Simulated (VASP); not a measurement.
Input of a VASP 6.6.1 run:

Contents of POSCAR:

```
BiTe
1.0
    0.0000000000      3.1984440450      3.1984440450
    3.1984440450      0.0000000000      3.1984440450
    3.1984440450      3.1984440450      0.0000000000
Bi Te
1 1
Direct
    0.0000000000      0.0000000000      0.0000000000
    0.5000000000      0.5000000000      0.5000000000
```

Contents of INCAR.step1:

```
ALGO     = Normal         # electronic algorithm
EDIFF    = 1E-4           # SCF threshold, eV
ENCUT    = 520            # plane-wave cutoff, eV
GGA      = PE             # functional
ISMEAR   = -1             # smearing method
LASPH    = T              # aspherical terms in the spheres
LCHARG   = F              # write CHGCAR
LREAL    = F              # projectors in reciprocal space
LWAVE    = T              # write WAVECAR
NBANDS   = 18             # bands
NELM     = 80             # most SCF steps
PREC     = Accurate       # precision mode
SIGMA    = 0.05           # smearing width, eV
```

Contents of INCAR.step2:

```
ALGO     = Normal         # electronic algorithm
EDIFF    = 1E-6           # SCF threshold, eV
ENCUT    = 520            # plane-wave cutoff, eV
ISIF     = 2              # what is computed and relaxed
ISMEAR   = -1             # smearing method
ISTART   = 1            
LASPH    = T              # aspherical terms in the spheres
LCHARG   = T              # write CHGCAR
LELF     = T              # ELF
LMIXTAU  = T            
LREAL    = F              # projectors in reciprocal space
LVHAR    = T            
LWAVE    = F              # write WAVECAR
METAGGA  = R2SCAN         # meta-GGA
NBANDS   = 18             # bands
NELM     = 80             # most SCF steps
PREC     = Accurate       # precision mode
SIGMA    = 0.05           # smearing width, eV
```

The input KPOINTS:

```
k-points
0
Gamma
  7 7 7
```

Potentials or basis: VASP PAW PBE potentials, release 64 (Bi_d, Te).

Launch:

```console
$ cat potpaw_PBE.64/Bi_d/POTCAR potpaw_PBE.64/Te/POTCAR > POTCAR
$ cp INCAR.step1 INCAR
$ mpirun -np 1 vasp_std > vasp.out
$ cp INCAR.step2 INCAR
$ mpirun -np 1 vasp_std > vasp.out
```

(1) Predict the pressure.

Results:

(1) 2.0 GPa.

Caveat: the PAW data sets were made with another functional, which shifts forces and pressure a little.
